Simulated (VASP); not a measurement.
# Ir (Im-3m) in VASP: a series of runs

The runs below take Ir through single point, relaxation of cell and atoms, with r2SCAN.

Program: VASP 6.6.1. These are calculated values, not measurements. Logs are shortened: lines on timing, memory, paths and dates and some standing lists are left out, and cuts for length are marked.

## 1. The cell of the first run

The structure is cubic, space group Im-3m (No. 229). The conventional cell has a = 3.212 Å, b = 3.212 Å, c = 3.212 Å, α = 90.00°, β = 90.00°, γ = 90.00°. Ir (site symmetry m-3m) has 14 Ir at 2.78 to 3.21 Å within 3.7 Å.

## 2. Single point, r2SCAN, collinear spin, ferromagnetic start (volume scaled by 1.12)

The input, POSCAR:

```
Ir
1.0
   -1.6062242213      1.6062242213      1.6062242213
    1.6062242213     -1.6062242213      1.6062242213
    1.6062242213      1.6062242213     -1.6062242213
Ir
1
Direct
    0.0000000000      0.0000000000      0.0000000000
```

The input, INCAR.step1:

```
  ALGO = Normal
  EDIFF = 1E-4
  ENCUT = 520
  GGA = PE
  ISMEAR = -1
  ISPIN = 2
  LASPH = T
  LCHARG = F
  LMAXMIX = 4
  LREAL = F
  LWAVE = T
  MAGMOM = 0.791
  NBANDS = 14
  NELM = 150
  PREC = Accurate
  SIGMA = 0.05
```

The input, INCAR.step2:

```
  ALGO = Normal
  EDIFF = 1E-6
  ENCUT = 520
  ISIF = 2
  ISMEAR = -1
  ISPIN = 2
  ISTART = 1
  LASPH = T
  LCHARG = F
  LMAXMIX = 4
  LMIXTAU = T
  LORBIT = 11
  LREAL = F
  LWAVE = F
  MAGMOM = 0.791
  METAGGA = R2SCAN
  NBANDS = 14
  NELM = 150
  PREC = Accurate
  SIGMA = 0.05
```

The input, KPOINTS:

```
k-points
0
Gamma
  23 23 23
```

Potentials or basis: VASP PAW PBE potentials, release 64 (Ir).

Command:

```
> cat potpaw_PBE.64/Ir/POTCAR > POTCAR
> cp INCAR.step1 INCAR
> mpirun -np 1 vasp_std > vasp.out
> cp INCAR.step2 INCAR
> mpirun -np 1 vasp_std > vasp.out
```

OUTCAR:

```text
EDIFF = 1E-6
   ENCUT = 520
   ISIF = 2
   ISMEAR = -1
   ISPIN = 2
   ISTART = 1
   LASPH = T
   LORBIT = 11
   LREAL = F
   METAGGA = R2SCAN
   NELM = 150
   PREC = Accurate

 ion  position               nearest neighbor table
   1  0.000  0.000  0.000-

  LATTYP: Found a body centered cubic cell.
 ALAT       =     3.2124484426

  Lattice vectors:

 A1 = (  -1.6062242213,   1.6062242213,   1.6062242213)
 A2 = (   1.6062242213,  -1.6062242213,   1.6062242213)
 A3 = (   1.6062242213,   1.6062242213,  -1.6062242213)

Analysis of symmetry for initial positions (statically):
=====================================================================
 Subroutine PRICEL returns:
 Original cell was already a primitive cell.

 Routine SETGRP: Setting up the symmetry group for a
 body centered cubic supercell.

 Subroutine GETGRP returns: Found 48 space group operations
 (whereof 48 operations were pure point group operations)
 out of a pool of 48 trial point group operations.

The static configuration has the point symmetry O_h .

Analysis of symmetry for dynamics (positions and initial velocities):
=====================================================================
 Subroutine PRICEL returns:
 Original cell was already a primitive cell.

 Routine SETGRP: Setting up the symmetry group for a
 body centered cubic supercell.

 Subroutine GETGRP returns: Found 48 space group operations
 (whereof 48 operations were pure point group operations)
 out of a pool of 48 trial point group operations.

The dynamic configuration has the point symmetry O_h .

Analysis of structural, dynamic, and magnetic symmetry:
=====================================================================
 Subroutine PRICEL returns:
 Original cell was already a primitive cell.

 Routine SETGRP: Setting up the symmetry group for a
 body centered cubic supercell.

 Subroutine GETGRP returns: Found 48 space group operations
 (whereof 48 operations were pure point group operations)
 out of a pool of 48 trial point group operations.

The overall configuration has the point symmetry O_h .

 Subroutine INISYM returns: Found 48 space group operations
 (whereof 48 operations are pure point group operations),
 and found     1 'primitive' translations

----------------------------------------------------------------------------------------

                                     Primitive cell

  volume of cell :      16.5760

  direct lattice vectors                    reciprocal lattice vectors
    -1.606224221  1.606224221  1.606224221     0.000000000  0.311289043  0.311289043
     1.606224221 -1.606224221  1.606224221     0.311289043  0.000000000  0.311289043
     1.606224221  1.606224221 -1.606224221     0.311289043  0.311289043  0.000000000

  length of vectors
     2.782061960  2.782061960  2.782061960     0.440229186  0.440229186  0.440229186

  position of ions in fractional coordinates (direct lattice)
     0.000000000  0.000000000  0.000000000

  ion indices of the primitive-cell ions
   primitive index   ion index
                 1           1

----------------------------------------------------------------------------------------

 KPOINTS: k-points

Automatic generation of k-mesh.
 Grid dimensions read from file:
 generate k-points for:   23   23   23

 Generating k-lattice:

  Cartesian coordinates                     Fractional coordinates (reciprocal lattice)
     0.000000000  0.013534306  0.013534306     0.043478261  0.000000000  0.000000000
     0.013534306  0.000000000  0.013534306     0.000000000  0.043478261  0.000000000
     0.013534306  0.013534306  0.000000000     0.000000000  0.000000000  0.043478261

  Length of vectors
     0.019140399  0.019140399  0.019140399

  Shift w.r.t. Gamma in fractional coordinates (k-lattice)
     0.000000000  0.000000000  0.000000000

 Subroutine IBZKPT returns following result:
 ===========================================

 Found    364 irreducible k-points:

 Following reciprocal coordinates:
            Coordinates               Weight
  0.000000  0.000000  0.000000      1.000000
  0.043478  0.000000  0.000000     12.000000
  0.086957  0.000000  0.000000     12.000000
  0.130435  0.000000  0.000000     12.000000
  0.173913  0.000000  0.000000     12.000000
  0.217391  0.000000  0.000000     12.000000
[... 16 lines left out ...]
  0.478261  0.043478  0.000000     24.000000
  0.086957  0.086957  0.000000     24.000000
 [... further k-points ...]
   k-points           NKPTS =    364   k-points in BZ     NKDIM =    364   number of bands    NBANDS=     14
   number of dos      NEDOS =    301   number of ions     NIONS =      1
   total plane-waves  NPLWV =  13824
   dimension x,y,z NGX =    24 NGY =   24 NGZ =   24
   dimension x,y,z NGXF=    48 NGYF=   48 NGZF=   48
   ions per type =               1
   NGX,Y,Z   is equivalent  to a cutoff of  14.34, 14.34, 14.34 a.u.
   NGXF,Y,Z  is equivalent  to a cutoff of  28.68, 28.68, 28.68 a.u.
 SYSTEM =  unknown system
   PREC   = accura    normal or accurate (medium, high low for compatibility)
   ISTART =      1    job   : 0-new  1-cont  2-samecut
   ICHARG =      0    charge: 1-file 2-atom 10-const
   ISPIN  =      2    spin polarized calculation?
   LNONCOLLINEAR =      F non collinear calculations
   LSORBIT =      F    spin-orbit coupling
   LASPH  =      T    aspherical Exc in radial PAW
   ENCUT  =  520.0 eV  38.22 Ry    6.18 a.u.   5.17  5.17  5.17*2*pi/ulx,y,z
   NELM   =    150;   NELMIN=  2; NELMDL=  0     # of ELM steps
   EDIFF  = 0.1E-05   stopping-criterion for ELM
   LREAL  =      F    real-space projection
   EDIFFG = 0.1E-04   stopping-criterion for IOM
   NSW    =      0    number of steps for IOM
   IBRION =     -1    ionic relax: 0-MD 1-quasi-New 2-CG
   NFREE  =      0    steps in history (QN), initial steepest desc. (CG)
   ISIF   =      2    stress and relaxation
   ISYM   =      2    0-nonsym 1-usesym 2-fastsym
   POTIM  = 0.5000    time-step for ionic-motion
   TEBEG  =    0.0;   TEEND  =   0.0 temperature during run
   PSTRESS=    0.0 pullay stress
   NELECT =       9.0000    total number of electrons
   NUPDOWN=      -1.0000    fix difference up-down
   EMIN   =  10.00;   EMAX   =-10.00  energy-range for DOS
   EFERMI =   0.00;   METHOD = LEGACY
   ISMEAR =    -1;   SIGMA  =   0.05  broadening in eV -4-tet -1-fermi 0-gaus
   EFERMI_NEDOS =   21; number of points for ismear=-14 and -15
   IALGO  =     38    algorithm
   IMIX   =      4    mixing-type and parameters
     AMIX     =   0.40;   BMIX     =  1.00
     AMIX_MAG =   1.60;   BMIX_MAG =  1.00
  volume/ion in A,a.u.               =      16.58       111.86
  Fermi-wavevector in a.u.,A,eV,Ry     =   1.335558  2.523839 24.268927  1.783716
  Thomas-Fermi vector in A             =   2.464253
   LORBIT       =     11    0 simple, 1 ext, 2 COOP (PROOUT), +10 PAW based schemes
   METAGGA = R2SCAN    functional components
   LHFCALC =     F    Hartree Fock is set to
   AEXX    =    0.0000 exact exchange contribution
   IVDW    =     0    specifies the selected vdW correction
   LEPSILON=     F    determine dielectric tensor
   LRPA    =     F    only Hartree local field effects (RPA)
 spin polarized calculation
  energy-cutoff  :      520.00
  volume of cell :       16.58
 maximum number of plane-waves:       466
 NGX is ok and might be reduce to    24
   NGX = 11   NGY = 11   NGZ = 11

 number of electron       9.0000000 magnetization       0.9578040

 Free energy of the ion-electron system (eV)
  ---------------------------------------------------
  ext. energy  EPLUGINS =         0.00000000
  ---------------------------------------------------
  free energy    TOTEN  =       -51.60506717 eV

  energy without entropy =      -51.59592636  energy(sigma->0) =      -51.60049677

 E-fermi :   7.6127     XC(G=0): -14.2339

 val. band max:        7.6126138872   @ k =   0.3043   0.2174   0.0435
 cond. band min:       7.6139399617   @ k =   0.3478   0.0870   0.0870
 fundamental gap:      0.0013260745
 Fermi energy:         7.6126529748

 spin component 1

 k-point     1 :       0.0000    0.0000    0.0000
  band No.  band energies     occupation
      1      -2.2538      1.00000
      2       4.1311      1.00000
      3       4.1311      1.00000
      4       4.1311      1.00000
      5       6.3009      1.00000
      6       6.3009      1.00000
      7      25.2496      0.00000
      8      25.2496      0.00000
      9      25.2496      0.00000
     10      34.8430      0.00000
     11      34.8430      0.00000
     12      35.3774      0.00000
     13      35.3774      0.00000
     14      35.3774      0.00000

 k-point     2 :       0.0435    0.0000    0.0000
  band No.  band energies     occupation
      1      -2.1743      1.00000
      2       4.0984      1.00000
      3       4.1309      1.00000
      4       4.1966      1.00000
      5       6.2591      1.00000
      6       6.3033      1.00000
      7      25.2868      0.00000
      8      25.3099      0.00000
      9      25.3655      0.00000
     10      33.4936      0.00000
     11      33.9958      0.00000
     12      35.1470      0.00000
     13      35.8093      0.00000
     14      36.8098      0.00000
[... 343 lines left out ...]
      1       0.7864      1.00000
      2       2.6283      1.00000
      3       6.2293      1.00000
      4       6.4602      1.00000
      5       7.6397      0.36815
      6       9.2806      0.00000
      7      14.0735      0.00000
      8      21.1087      0.00000
      9      23.5608      0.00000
     10      32.5379      0.00000
     11      32.6125      0.00000
     12      32.9107      0.00000
     13      38.9491      0.00000
     14      39.7239      0.00000

 k-point    24 :       0.0870    0.0870    0.0000
  band No.  band energies     occupation
      1      -1.3426      1.00000
      2       3.8543      1.00000
      3       3.9616      1.00000
      4       4.9483      1.00000
      5       5.9289      1.00000
      6       6.3707      1.00000
      7      25.2345      0.00000
      8      25.6692      0.00000
      9      26.1755      0.00000
     10      29.9440      0.00000
     11      31.4890      0.00000
     12      33.0374      0.00000
     13      37.4369      0.00000
     14      39.0920      0.00000

 [... further k-points ...]

 spin component 2

 k-point     1 :       0.0000    0.0000    0.0000
  band No.  band energies     occupation
      1      -2.2119      1.00000
      2       4.6360      1.00000
      3       4.6360      1.00000
      4       4.6360      1.00000
      5       7.7507      0.05950
      6       7.7507      0.05949
      7      25.2211      0.00000
      8      25.2211      0.00000
      9      25.2211      0.00000
     10      34.9138      0.00000
     11      34.9138      0.00000
     12      36.4582      0.00000
     13      36.4582      0.00000
     14      36.4582      0.00000

 k-point     2 :       0.0435    0.0000    0.0000
  band No.  band energies     occupation
      1      -2.1321      1.00000
      2       4.6015      1.00000
      3       4.6345      1.00000
      4       4.7026      1.00000
      5       7.7022      0.14302
      6       7.7526      0.05739
      7      25.2618      0.00000
      8      25.2916      0.00000
      9      25.3393      0.00000
     10      33.8865      0.00000
     11      34.4441      0.00000
     12      36.1715      0.00000
     13      36.4157      0.00000
     14      37.5968      0.00000
[... 343 lines left out ...]
      1       1.2171      1.00000
      2       3.0620      1.00000
      3       7.2472      0.99933
      4       7.4325      0.97349
      5       8.3363      0.00000
      6       9.8391      0.00000
      7      14.7648      0.00000
      8      21.2349      0.00000
      9      23.7581      0.00000
     10      32.6351      0.00000
     11      32.7449      0.00000
     12      33.1346      0.00000
     13      40.1806      0.00000
     14      40.6079      0.00000

 k-point    24 :       0.0870    0.0870    0.0000
  band No.  band energies     occupation
      1      -1.2951      1.00000
      2       4.3439      1.00000
      3       4.4634      1.00000
      4       5.4650      1.00000
      5       7.3013      0.99803
      6       7.8155      0.01699
      7      25.3104      0.00000
      8      25.7500      0.00000
      9      26.1745      0.00000
     10      30.4285      0.00000
     11      32.0288      0.00000
     12      33.6099      0.00000
     13      37.6929      0.00000
     14      39.9051      0.00000

 [... further k-points ...]

------------------------ aborting loop because EDIFF is reached ----------------------------------------

  FORCE on cell =-STRESS in cart. coord.  units (eV):
  Direction    XX          YY          ZZ          XY          YZ          ZX
  --------------------------------------------------------------------------------------
  -------------------------------------------------------------------------------------
  Total       -2.6547362     -2.6547362     -2.6547362      0.0000000      0.0000000      0.0000000
  in kB     -256.5981047   -256.5981047   -256.5981047      0.0000000      0.0000000      0.0000000
  external PRESSURE =    -256.5981047 kB  Pullay stress =       0.0000000 kB

 VOLUME and BASIS-vectors are now :
 -----------------------------------------------------------------------------
  energy-cutoff  :      520.00
  volume of cell :       16.58
      direct lattice vectors                 reciprocal lattice vectors
    -1.606224221  1.606224221  1.606224221     0.000000000  0.311289043  0.311289043
     1.606224221 -1.606224221  1.606224221     0.311289043  0.000000000  0.311289043
     1.606224221  1.606224221 -1.606224221     0.311289043  0.311289043  0.000000000

 POSITION                                       TOTAL-FORCE (eV/Angst)
 -----------------------------------------------------------------------------------
      0.00000      0.00000      0.00000        -0.000000      0.000000     -0.000000
 -----------------------------------------------------------------------------------
    total drift:                               -0.000000      0.000000      0.000000

  FREE ENERGIE OF THE ION-ELECTRON SYSTEM (eV)
  ---------------------------------------------------
  free  energy   TOTEN  =       -51.6050671734 eV

  energy  without entropy=      -51.5959263628  energy(sigma->0) =      -51.60049677

 total charge

# of ion       s       p       d       tot
------------------------------------------
    1        0.598   0.535   6.825   7.958

 magnetization (x)

# of ion       s       p       d       tot
------------------------------------------
    1        0.018  -0.016   0.973   0.975
```

Wall time 13 min (1 thread of Oxide Virtual Turin-like, shared host); peak memory 0.23 GiB.

Results:

* Free energy: -51.6051 eV
* Pressure: -25.7 GPa
* Net moment: 0.96 μB per cell
* Site moments: Ir +0.97 μB
* Valence electrons inside the program's atomic spheres: Ir 7.96

Caveat: the cell differs from its parent crystal (volume scaled by 1.12); the PAW data sets were made with another functional, which shifts forces and pressure a little; spin-orbit coupling is left out, which moves the levels of the heavy elements.

## 3. Relaxation of cell and atoms, r2SCAN, collinear spin, ferromagnetic start

This run uses another cell than the first one, of 14.15 Å³/atom, 0.854 times its volume.

The input, POSCAR:

```
Ir
1.0
   -1.5236668997      1.5236668997      1.5236668997
    1.5236668997     -1.5236668997      1.5236668997
    1.5236668997      1.5236668997     -1.5236668997
Ir
1
Direct
    0.0000000000      0.0000000000      0.0000000000
```

The input, INCAR.step1:

```
PREC = Accurate
ENCUT = 600
ISMEAR = -1
SIGMA = 0.05
LREAL = F
LASPH = T
NELM = 150
ISPIN = 2
MAGMOM = 1
LMAXMIX = 4
GGA = PE
ALGO = Normal
EDIFF = 1E-4
LWAVE = T
LCHARG = F
```

The input, INCAR.step2:

```
PREC = Accurate
ENCUT = 600
EDIFF = 1E-6
ISMEAR = -1
SIGMA = 0.05
LREAL = F
LASPH = T
NELM = 150
ALGO = Normal
ISIF = 3
LWAVE = F
LCHARG = F
ISPIN = 2
MAGMOM = 1
LORBIT = 11
LMAXMIX = 4
METAGGA = R2SCAN
LMIXTAU = T
IBRION = 2
NSW = 80
EDIFFG = -0.01
ISTART = 1
```

The input, KPOINTS:

```
Automatic mesh
0
Gamma
  14 14 14
```

Potentials or basis: VASP PAW PBE potentials, release 64 (Ir).

Command:

```
> cat potpaw_PBE.64/Ir/POTCAR > POTCAR
> cp INCAR.step1 INCAR
> mpirun -np 1 vasp_std > vasp.out
> cp INCAR.step2 INCAR
> mpirun -np 1 vasp_std > vasp.out
```

It took 15 min on 1 thread of Oxide Virtual Turin-like, shared host; peak memory 0.16 GiB.

Results (log left out):

- Free energy: -51.7488 eV
- Relaxed volume: 14.89 Å³/atom
- Relaxed cell: a = 2.684 Å, b = 2.684 Å, c = 2.684 Å, α = 109.47°, β = 109.47°, γ = 109.47°
- Space group after relaxing (to 0.05 Å): Im-3m (No. 229)
- Energy gained by relaxing: 41.7 meV/atom
- Ionic steps: 16
- Pressure after relaxing: 0.1 GPa
- Net moment: 0.69 μB per cell
- Site moments: Ir +0.71 μB
- Valence electrons inside the program's atomic spheres: Ir 8.25

Step by step:
```csv
step,energy change (eV),largest force (eV/Å),pressure (GPa),volume (Å³)
1,0.0000,0.0000,18.99,14.15
2,0.3600,0.0000,-35.27,17.87
3,-0.0414,0.0000,-1.39,14.96
4,-0.0417,0.0000,-0.12,14.90
5,-0.0417,0.0000,0.21,14.88
6,-0.0417,0.0000,0.21,14.88
7,-0.0417,0.0000,0.21,14.89
8,-0.0417,0.0000,0.18,14.89
9,-0.0417,0.0000,0.18,14.89
10,-0.0417,0.0000,0.18,14.89
11,-0.0417,0.0000,0.18,14.89
12,-0.0417,0.0000,0.18,14.89
13,-0.0417,0.0000,0.17,14.89
14,-0.0417,0.0000,0.17,14.89
15,-0.0417,0.0000,0.15,14.89
16,-0.0417,0.0000,0.06,14.89
```

Final structure:
```
CELL_PARAMETERS angstrom
-1.54987 1.54987 1.54987
1.54987 -1.54987 1.54987
1.54987 1.54987 -1.54987
ATOMIC_POSITIONS crystal
Ir 0.00000 0.00000 0.00000
```

Levels at points of the mesh, in eV from the Fermi level:
Spin up:
```
           k point  band 3  band 4  band 5  band 6  band 7  band 8
(0.00, 0.00, 0.00)   -3.90   -3.90   -1.27   -1.27   17.76   17.76
(0.50, 0.00, 0.00)   -1.33   -0.80   -0.10    1.87    7.72   13.60
(0.50, 0.50, 0.50)    1.18    1.18    1.18    8.16    8.16    8.16
```
Spin down:
```
           k point  band 1  band 2  band 3  band 4  band 5  band 6  band 7  band 8
(0.00, 0.00, 0.00)  -10.89   -3.59   -3.59   -3.59   -0.11   -0.11   17.72   17.72
(0.50, 0.00, 0.00)   -7.52   -5.45   -0.39   -0.19    0.39    2.29    8.23   13.69
(0.50, 0.50, 0.50)   -6.84   -6.84    1.60    1.60    1.60    8.09    8.09    8.09
```

Caveat: the PAW data sets were made with another functional, which shifts forces and pressure a little; spin-orbit coupling is left out, which moves the levels of the heavy elements.
